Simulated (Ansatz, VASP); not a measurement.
Ge in VASP and in Ansatz

```
Ge
1.0
     0.00000    2.79044    2.79044
     2.79044    0.00000    2.79044
     2.79044    2.79044    0.00000
Ge
2
Cartesian
  0.0000 0.0000 0.0000
  1.3952 1.3952 1.3952
```

Change from the starting cell: volume scaled by 0.96, ions relaxed.

Alike in both runs: functional PBE; k mesh 14 × 14 × 14; occupations fermi-dirac, width 0.05 eV; no spin polarisation.

Ansatz relaxed the structure, and its values are those at the end. VASP's run is a single point on that final structure, the one shown.

|  | VASP | Ansatz |
| --- | --- | --- |
| version | VASP 6.6.1 | Ansatz 0.2.0 |
| potentials or method | VASP PAW PBE potentials, release 64 (Ge_d) | plane-wave PAW, scalar-relativistic |
| plane-wave cutoff (eV) | 520 | 420 |
| valence electrons in the cell | 28 | 28 |

VASP gave:

| Quantity | Value |
| --- | --- |
| pressure (GPa) | 7.0 |

Task: What did Ansatz give for the same quantities?

Result: Pressure (GPa): 7.1.

Ansatz's warnings: stress scf threshold loose.
